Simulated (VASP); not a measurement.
Here is a VASP 6.6.1 calculation.

Contents of INCAR:

```
  ALGO = Fast
  EDIFF = 1E-6
  ENCUT = 520
  GGA = PE
  ISIF = 2
  ISMEAR = 0
  LASPH = True
  LCHARG = True
  LELF = True
  LREAL = False
  LVHAR = True
  LWAVE = False
  NBANDS = 18
  NELM = 80
  PREC = Accurate
  SIGMA = 0.15
```

File KPOINTS:

```
k-points
0
Gamma
  24 24 12
```

Contents of POSCAR:

```
Cu
1.0
    2.4073918363      0.0000000000      0.0000000000
   -1.2036959182      2.0848624871      0.0000000000
    0.0000000000      0.0000000000      4.1125710000
Cu
2
Direct
    0.3333333333      0.6666666667      0.2500000000
    0.6666666667      0.3333333333      0.7500000000
```

Potentials or basis: VASP PAW PBE potentials, release 64 (Cu).

Run with:

```bash
$ cat potpaw_PBE.64/Cu/POTCAR > POTCAR
$ mpirun -np 1 vasp_std > vasp.out
```

Question: Estimate the pressure.

Answer: 30.5 GPa.

Question: Predict the band gap on the k mesh.

Answer: Zero (band 11 reaches 14.04 eV, above the bottom of band 12 at 7.22 eV).

Stress tensor (GPa, compression positive):
```
34.74  0.00  0.00
 0.00 34.74  0.00
 0.00  0.00 22.13
```

Caveat: the cell differs from its parent crystal (strain -0.050 along x and y, +0.000 along z).
